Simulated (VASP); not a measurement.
# Rb3Pt (Pm-3m) in VASP: a series of runs

Rb3Pt is run at these levels: PBE; tasks: single point.

Program: VASP 6.6.1. These are calculated values, not measurements. Logs are shortened: lines on timing, memory, paths and dates and some standing lists are left out, and cuts for length are marked.

### 1 The cell of the first run

Symmetry: Pm-3m, No. 221, cubic system. Conventional cell: a = 5.499 Å, b = 5.499 Å, c = 5.499 Å, α = 90.00°, β = 90.00°, γ = 90.00°. Pt (site symmetry m-3m) has 12 Rb at 3.89 Å within 5.1 Å. Within 5.1 Å of Rb (site symmetry 4/mmm) lie 4 Pt at 3.89 Å and 8 Rb at 3.89 Å.

### 2 Single point, PBE

INCAR

```
SYSTEM = Rb3Pt
PREC     = Accurate       ! precision mode
ENCUT    = 520            ! plane-wave cutoff, eV
EDIFF    = 1E-6           ! SCF threshold, eV
ISMEAR   = -1             ! smearing method
SIGMA    = 0.05           ! smearing width, eV
LREAL    = .FALSE.        ! projectors in reciprocal space
LASPH    = .TRUE.         ! aspherical terms in the spheres
NELM     = 100            ! most SCF steps
ALGO     = Normal         ! electronic algorithm
ISIF     = 2              ! what is computed and relaxed
LWAVE    = .FALSE.        ! write WAVECAR
LCHARG   = .FALSE.        ! write CHGCAR
GGA      = PE             ! functional
NBANDS   = 26             ! bands
```

KPOINTS

```
regular mesh
0
G
  5 5 5
  0 0 0
```

POSCAR

```
Rb3Pt
1.0
    5.4987900000      0.0000000000      0.0000000000
    0.0000000000      5.4987900000      0.0000000000
    0.0000000000      0.0000000000      5.4987900000
Pt Rb
1 3
Direct
    0.5000000000      0.5000000000      0.5000000000
    0.5000000000      0.0000000000      0.0000000000
    0.0000000000      0.5000000000      0.0000000000
    0.0000000000      0.0000000000      0.5000000000
```

Potentials or basis: VASP PAW PBE potentials, release 64 (Pt, Rb_sv).

The run is started by

```console
$ cat potpaw_PBE.64/Pt/POTCAR potpaw_PBE.64/Rb_sv/POTCAR > POTCAR
$ mpirun -np 1 vasp_std > vasp.out
```

OUTCAR:

```text
SYSTEM = Rb3Pt
   PREC = Accurate
   ENCUT = 520
   EDIFF = 1E-6
   ISMEAR = -1
   LREAL = .FALSE.
   LASPH = .TRUE.
   NELM = 100
   ISIF = 2
   GGA = PE

 ion  position               nearest neighbor table
   1  0.500  0.500  0.500-   2 3.89   3 3.89   4 3.89   2 3.89   3 3.89   2 3.89   4 3.89   2 3.89
                             3 3.89   4 3.89   3 3.89   4 3.89
   2  0.500  0.000  0.000-   1 3.89   3 3.89   4 3.89   1 3.89   4 3.89   1 3.89   3 3.89   1 3.89
                             3 3.89   4 3.89   4 3.89   3 3.89
   3  0.000  0.500  0.000-   1 3.89   2 3.89   4 3.89   1 3.89   4 3.89   2 3.89   4 3.89   4 3.89
                             1 3.89   2 3.89   1 3.89   2 3.89
   4  0.000  0.000  0.500-   1 3.89   2 3.89   3 3.89   2 3.89   3 3.89   1 3.89   3 3.89   3 3.89
                             1 3.89   2 3.89   2 3.89   1 3.89

  LATTYP: Found a simple cubic cell.
 ALAT       =     5.4987900000

  Lattice vectors:

 A1 = (   5.4987900000,   0.0000000000,   0.0000000000)
 A2 = (   0.0000000000,   5.4987900000,   0.0000000000)
 A3 = (   0.0000000000,   0.0000000000,   5.4987900000)

Analysis of symmetry for initial positions (statically):
=====================================================================
 Subroutine PRICEL returns:
 Original cell was already a primitive cell.

 Routine SETGRP: Setting up the symmetry group for a
 simple cubic supercell.

 Subroutine GETGRP returns: Found 48 space group operations
 (whereof 48 operations were pure point group operations)
 out of a pool of 48 trial point group operations.

The static configuration has the point symmetry O_h .

Analysis of symmetry for dynamics (positions and initial velocities):
=====================================================================
 Subroutine PRICEL returns:
 Original cell was already a primitive cell.

 Routine SETGRP: Setting up the symmetry group for a
 simple cubic supercell.

 Subroutine GETGRP returns: Found 48 space group operations
 (whereof 48 operations were pure point group operations)
 out of a pool of 48 trial point group operations.

The dynamic configuration has the point symmetry O_h .

 Subroutine INISYM returns: Found 48 space group operations
 (whereof 48 operations are pure point group operations),
 and found     1 'primitive' translations

----------------------------------------------------------------------------------------

                                     Primitive cell

  volume of cell :     166.2652

  direct lattice vectors                    reciprocal lattice vectors
     5.498790000  0.000000000  0.000000000     0.181858191  0.000000000  0.000000000
     0.000000000  5.498790000  0.000000000     0.000000000  0.181858191  0.000000000
     0.000000000  0.000000000  5.498790000     0.000000000  0.000000000  0.181858191

  length of vectors
     5.498790000  5.498790000  5.498790000     0.181858191  0.181858191  0.181858191

  position of ions in fractional coordinates (direct lattice)
     0.500000000  0.500000000  0.500000000
     0.500000000  0.000000000  0.000000000
     0.000000000  0.500000000  0.000000000
     0.000000000  0.000000000  0.500000000

  ion indices of the primitive-cell ions
   primitive index   ion index
                 1           1
                 2           2
                 3           3
                 4           4

----------------------------------------------------------------------------------------

 KPOINTS: regular mesh

Automatic generation of k-mesh.
 Grid dimensions read from file:
 generate k-points for:    5    5    5

 Generating k-lattice:

  Cartesian coordinates                     Fractional coordinates (reciprocal lattice)
     0.036371638  0.000000000  0.000000000     0.200000000  0.000000000  0.000000000
     0.000000000  0.036371638  0.000000000     0.000000000  0.200000000  0.000000000
     0.000000000  0.000000000  0.036371638     0.000000000  0.000000000  0.200000000

  Length of vectors
     0.036371638  0.036371638  0.036371638

  Shift w.r.t. Gamma in fractional coordinates (k-lattice)
     0.000000000  0.000000000  0.000000000

 Subroutine IBZKPT returns following result:
 ===========================================

 Found     10 irreducible k-points:

 Following reciprocal coordinates:
            Coordinates               Weight
  0.000000  0.000000  0.000000      1.000000
  0.200000  0.000000  0.000000      6.000000
  0.400000  0.000000  0.000000      6.000000
  0.200000  0.200000  0.000000     12.000000
  0.400000  0.200000  0.000000     24.000000
  0.400000  0.400000  0.000000     12.000000
  0.200000  0.200000  0.200000      8.000000
  0.400000  0.200000  0.200000     24.000000
  0.400000  0.400000  0.200000     24.000000
  0.400000  0.400000  0.400000      8.000000
   k-points           NKPTS =     10   k-points in BZ     NKDIM =     10   number of bands    NBANDS=     26
   number of dos      NEDOS =    301   number of ions     NIONS =      4
   total plane-waves  NPLWV =  74088
   dimension x,y,z NGX =    42 NGY =   42 NGZ =   42
   dimension x,y,z NGXF=    84 NGYF=   84 NGZF=   84
   ions per type =               1   3
   NGX,Y,Z   is equivalent  to a cutoff of  12.70, 12.70, 12.70 a.u.
   NGXF,Y,Z  is equivalent  to a cutoff of  25.40, 25.40, 25.40 a.u.
 SYSTEM =  Rb3Pt
   PREC   = accura    normal or accurate (medium, high low for compatibility)
   ISTART =      0    job   : 0-new  1-cont  2-samecut
   ICHARG =      2    charge: 1-file 2-atom 10-const
   ISPIN  =      1    spin polarized calculation?
   LNONCOLLINEAR =      F non collinear calculations
   LSORBIT =      F    spin-orbit coupling
   LASPH  =      T    aspherical Exc in radial PAW
   ENCUT  =  520.0 eV  38.22 Ry    6.18 a.u.  10.22 10.22 10.22*2*pi/ulx,y,z
   NELM   =    100;   NELMIN=  2; NELMDL= -5     # of ELM steps
   EDIFF  = 0.1E-05   stopping-criterion for ELM
   LREAL  =      F    real-space projection
[... 7 lines left out ...]
   TEBEG  =    0.0;   TEEND  =   0.0 temperature during run
   PSTRESS=    0.0 pullay stress
   NELECT =      37.0000    total number of electrons
   NUPDOWN=      -1.0000    fix difference up-down
   EMIN   =  10.00;   EMAX   =-10.00  energy-range for DOS
   EFERMI =   0.00;   METHOD = LEGACY
   ISMEAR =    -1;   SIGMA  =   0.05  broadening in eV -4-tet -1-fermi 0-gaus
   EFERMI_NEDOS =   21; number of points for ismear=-14 and -15
   IALGO  =     38    algorithm
   IMIX   =      4    mixing-type and parameters
     AMIX     =   0.40;   BMIX     =  1.00
     AMIX_MAG =   1.60;   BMIX_MAG =  1.00
  volume/ion in A,a.u.               =      41.57       280.50
  Fermi-wavevector in a.u.,A,eV,Ry     =   0.992068  1.874737 13.390849  0.984200
  Thomas-Fermi vector in A             =   2.123854
   LORBIT       =      0    0 simple, 1 ext, 2 COOP (PROOUT), +10 PAW based schemes
   GGA     = PE    functional components
   LHFCALC =     F    Hartree Fock is set to
   AEXX    =    0.0000 exact exchange contribution
   IVDW    =     0    specifies the selected vdW correction
   LEPSILON=     F    determine dielectric tensor
   LRPA    =     F    only Hartree local field effects (RPA)
 non-spin polarized calculation
  energy-cutoff  :      520.00
  volume of cell :      166.27
 maximum number of plane-waves:      4488
 NGX is ok and might be reduce to    42
   NGX = 21   NGY = 21   NGZ = 21

 number of electron      37.0000003 magnetization

 Free energy of the ion-electron system (eV)
  ---------------------------------------------------
  ext. energy  EPLUGINS =         0.00000000
  ---------------------------------------------------
  free energy    TOTEN  =        -7.97612660 eV

  energy without entropy =       -7.95373806  energy(sigma->0) =       -7.96493233

 E-fermi :   1.8232     XC(G=0):  -7.7122

 val. band max:        1.8074170359   @ k =   0.2000   0.2000   0.2000
 cond. band min:       1.8370291021   @ k =   0.4000   0.2000   0.2000
 fundamental gap:      0.0296120661
 Fermi energy:         1.8231844080

 k-point     1 :       0.0000    0.0000    0.0000
  band No.  band energies     occupation
      1     -26.6311      2.00000
      2     -26.5193      2.00000
      3     -26.5193      2.00000
      4     -11.0598      2.00000
      5     -11.0598      2.00000
      6     -11.0598      2.00000
[... 18 lines left out ...]
     25       5.1275      0.00000
     26       5.1275      0.00000

 k-point     2 :       0.2000    0.0000    0.0000
  band No.  band energies     occupation
      1     -26.6218      2.00000
      2     -26.5287      2.00000
      3     -26.5192      2.00000
      4     -11.0288      2.00000
      5     -11.0288      2.00000
      6     -11.0134      2.00000
[... 18 lines left out ...]
     25       5.4244      0.00000
     26       5.4288      0.00000

 k-point     3 :       0.4000    0.0000    0.0000
  band No.  band energies     occupation
      1     -26.6000      2.00000
      2     -26.5504      2.00000
      3     -26.5190      2.00000
      4     -10.9669      2.00000
      5     -10.9669      2.00000
      6     -10.8868      2.00000
[... 18 lines left out ...]
     25       5.8126      0.00000
     26       5.8346      0.00000

 k-point     4 :       0.2000    0.2000    0.0000
  band No.  band energies     occupation
      1     -26.6131      2.00000
      2     -26.5321      2.00000
      3     -26.5243      2.00000
      4     -11.0691      2.00000
      5     -10.9966      2.00000
      6     -10.9112      2.00000
[... 18 lines left out ...]
     25       5.2257      0.00000
     26       5.7993      0.00000

 k-point     5 :       0.4000    0.2000    0.0000
  band No.  band energies     occupation
      1     -26.5926      2.00000
      2     -26.5505      2.00000
      3     -26.5260      2.00000
      4     -11.0505      2.00000
      5     -10.9310      2.00000
      6     -10.8029      2.00000
[... 18 lines left out ...]
     25       5.6053      0.00000
     26       5.8196      0.00000

 k-point     6 :       0.4000    0.4000    0.0000
  band No.  band energies     occupation
      1     -26.5744      2.00000
      2     -26.5526      2.00000
      3     -26.5416      2.00000
      4     -11.1102      2.00000
      5     -10.8968      2.00000
      6     -10.8513      2.00000
[... 18 lines left out ...]
     25       5.1565      0.00000
     26       6.0665      0.00000

 k-point     7 :       0.2000    0.2000    0.2000
  band No.  band energies     occupation
      1     -26.6053      2.00000
      2     -26.5320      2.00000
      3     -26.5320      2.00000
      4     -11.1304      2.00000
      5     -10.8884      2.00000
      6     -10.8884      2.00000
[... 18 lines left out ...]
     25       5.1759      0.00000
     26       5.8833      0.00000

 k-point     8 :       0.4000    0.2000    0.2000
  band No.  band energies     occupation
      1     -26.5865      2.00000
      2     -26.5505      2.00000
      3     -26.5317      2.00000
      4     -11.1522      2.00000
      5     -10.8272      2.00000
      6     -10.8183      2.00000
[... 18 lines left out ...]
     25       5.3741      0.00000
     26       5.9159      0.00000

 k-point     9 :       0.4000    0.4000    0.2000
  band No.  band energies     occupation
      1     -26.5712      2.00000
      2     -26.5524      2.00000
      3     -26.5445      2.00000
      4     -11.2323      2.00000
      5     -10.8955      2.00000
      6     -10.7940      2.00000
[... 18 lines left out ...]
     25       4.9465      0.00000
     26       6.1817      0.00000

 k-point    10 :       0.4000    0.4000    0.4000
  band No.  band energies     occupation
      1     -26.5629      2.00000
      2     -26.5522      2.00000
      3     -26.5522      2.00000
      4     -11.3493      2.00000
      5     -10.8952      2.00000
      6     -10.8861      2.00000
[... 18 lines left out ...]
     25       4.6780      0.00000
     26       6.4507      0.00000

------------------------ aborting loop because EDIFF is reached ----------------------------------------

  FORCE on cell =-STRESS in cart. coord.  units (eV):
  Direction    XX          YY          ZZ          XY          YZ          ZX
  --------------------------------------------------------------------------------------
  -------------------------------------------------------------------------------------
  Total       -0.1195182     -0.1195182     -0.1195182     -0.0000000      0.0000000     -0.0000000
  in kB       -1.1517099     -1.1517099     -1.1517099     -0.0000000      0.0000000     -0.0000000
  external PRESSURE =      -1.1517099 kB  Pullay stress =       0.0000000 kB

 VOLUME and BASIS-vectors are now :
 -----------------------------------------------------------------------------
  energy-cutoff  :      520.00
  volume of cell :      166.27
      direct lattice vectors                 reciprocal lattice vectors
     5.498790000  0.000000000  0.000000000     0.181858191  0.000000000  0.000000000
     0.000000000  5.498790000  0.000000000     0.000000000  0.181858191  0.000000000
     0.000000000  0.000000000  5.498790000     0.000000000  0.000000000  0.181858191

 POSITION                                       TOTAL-FORCE (eV/Angst)
 -----------------------------------------------------------------------------------
      2.74939      2.74939      2.74939         0.000000      0.000000      0.000000
      2.74939      0.00000      0.00000         0.000000      0.000000      0.000000
      0.00000      2.74939      0.00000         0.000000      0.000000      0.000000
      0.00000      0.00000      2.74939         0.000000      0.000000      0.000000
 -----------------------------------------------------------------------------------
    total drift:                                0.000000      0.000000     -0.000000

  FREE ENERGIE OF THE ION-ELECTRON SYSTEM (eV)
  ---------------------------------------------------
  free  energy   TOTEN  =        -7.9761265966 eV

  energy  without entropy=       -7.9537380601  energy(sigma->0) =       -7.96493233
```

It took 21 s on 1 thread of Intel Xeon 6975P-C (Granite Rapids), shared host; peak memory 0.26 GiB.

What came out:

```yaml
Free_energy: -7.9761 eV
Pressure: -0.1 GPa
Band_gap_on_the_k_mesh: zero (an odd number of electrons rules out a gap without spin polarisation)
```

Levels at points of the mesh, in eV from the Fermi level:
| k point | band 16 | band 17 | band 18 | band 19 | band 20 | band 21 | band 22 | band 23 |
| --- | --- | --- | --- | --- | --- | --- | --- | --- |
| (0.00, 0.00, 0.00) | -1.05 | -1.05 | -1.05 | -0.41 | 2.83 | 2.83 | 3.00 | 3.00 |

Caveat: spin-orbit coupling is left out, which moves the levels of the heavy elements.

### 3 Single point, PBE

INCAR

```
PREC = Accurate
ENCUT = 520
EDIFF = 1E-7
ISMEAR = -1
SIGMA = 0.05
LREAL = False
LASPH = True
NELM = 100
ALGO = Normal
ISIF = 2
LWAVE = False
LCHARG = False
GGA = PE
NBANDS = 26
```

KPOINTS

```
Automatic mesh
0
Gamma
  5 5 5
```

POSCAR is that of step 2.

Potentials or basis: VASP PAW PBE potentials, release 64 (Pt, Rb_sv).

The run is started by

```console
$ cat potpaw_PBE.64/Pt/POTCAR potpaw_PBE.64/Rb_sv/POTCAR > POTCAR
$ mpirun -np 1 vasp_std > vasp.out
```

Wall time 23 s (1 thread of Intel Xeon 6975P-C (Granite Rapids), shared host); peak memory 0.26 GiB.

Results (log left out):

- Free energy: -7.9761 eV
- Pressure: -0.1 GPa
- Band gap on the k mesh: zero (an odd number of electrons rules out a gap without spin polarisation)

Levels at points of the mesh, in eV from the Fermi level:
| k point | band 15 | band 16 | band 17 | band 18 | band 19 | band 20 | band 21 | band 22 | band 23 | band 24 |
| --- | --- | --- | --- | --- | --- | --- | --- | --- | --- | --- |
| (0.00, 0.00, 0.00) | -1.23 | -1.05 | -1.05 | -1.05 | -0.41 | 2.83 | 2.83 | 3.00 | 3.00 | 3.00 |

Caveat: spin-orbit coupling is left out, which moves the levels of the heavy elements.

### 4 Single point, PBE

This run uses another cell than the first one, of 42.40 Å³/atom.

INCAR

```
SYSTEM = Rb3Pt
ALGO     = Fast           ! electronic algorithm
EDIFF    = 1E-7           ! SCF threshold, eV
ENCUT    = 520            ! plane-wave cutoff, eV
GGA      = PE             ! functional
ISIF     = 2              ! what is computed and relaxed
ISMEAR   = -1             ! smearing method
LASPH    = .True.         ! aspherical terms in the spheres
LCHARG   = .True.         ! write CHGCAR
LELF     = .True.         ! ELF
LREAL    = .False.        ! projectors in reciprocal space
LVHAR    = .True.       
LWAVE    = .False.        ! write WAVECAR
NBANDS   = 26             ! bands
NELM     = 60             ! most SCF steps
PREC     = Accurate       ! precision mode
SIGMA    = 0.05           ! smearing width, eV
```

KPOINTS

```
k-points
0
Gamma
  5 5 5
  0 0 0
```

POSCAR

```
Rb3Pt
1.0
    5.5352068891      0.0000000000      0.0000000000
    0.0000000000      5.5352068891      0.0000000000
    0.0000000000      0.0000000000      5.5352068891
Pt Rb
1 3
Direct
    0.5000000000      0.5000000000      0.5000000000
    0.5000000000      0.0000000000      0.0000000000
    0.0000000000      0.5000000000      0.0000000000
    0.0000000000      0.0000000000      0.5000000000
```

The run is started by

```console
$ cat potpaw_PBE.64/Pt/POTCAR potpaw_PBE.64/Rb_sv/POTCAR > POTCAR
$ mpirun -np 1 vasp_std > vasp.out
```

It took 38 s on 1 thread of Intel Xeon 6975P-C (Granite Rapids), shared host; peak memory 0.27 GiB.

Results (log left out):

```yaml
Free_energy: -7.9723 eV
Pressure: -0.3 GPa
Band_gap_on_the_k_mesh: zero (an odd number of electrons rules out a gap without spin polarisation)
```

Levels at points of the mesh, in eV from the Fermi level:
```
           k point  band 17  band 18  band 19  band 20  band 21  band 22
(0.00, 0.00, 0.00)    -1.00    -1.00    -0.38     2.83     2.83     3.01
```

Caveat: spin-orbit coupling is left out, which moves the levels of the heavy elements.
